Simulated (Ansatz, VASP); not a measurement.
## One calculation of CaH, two programs

```xyz
8
Lattice="3.7384 0.0000 0.0000 -1.8692 3.2375 0.0000 0.0000 0.0000 11.9479" Properties=species:S:1:pos:R:3 pbc="T T T"
Ca    0.0000    0.0000    0.0000
Ca    0.0000    2.1584    2.9870
Ca    0.0000    0.0000    5.9740
Ca    1.8692    1.0792    8.9609
H     1.8692    1.0792    1.0750
H     0.0000    2.1584   10.8729
H     0.0000    2.1584    7.0490
H     1.8692    1.0792    4.8990
```

Alike in both runs: functional PBE; k mesh 12 × 12 × 4; occupations gaussian, width 0.1 eV; no spin polarisation.

Ansatz relaxed the structure, and its values are those at the end. VASP's run is a single point on that final structure, the one shown.

|  | VASP | Ansatz |
| --- | --- | --- |
| version | VASP 6.6.1 | Ansatz 0.2.0 |
| potentials or method | VASP PAW PBE potentials, release 64 (Ca_sv, H), cutoff 520 eV | scalar-relativistic, plane waves, PAW |
| valence electrons in the cell | 44 | 44 |

```csv
,VASP,Ansatz,Ansatz less VASP
gap on the k mesh at the Fermi level (eV),none,none,-
pressure (GPa),0.1,0.0,-0.03
rms of the force components (eV/Å),0.003,0.001,-0.0021
```

A gap of «none» marks a metal or a gap that the smearing closes. The functional is the same, so the differences come from potentials, cutoffs and numerics.
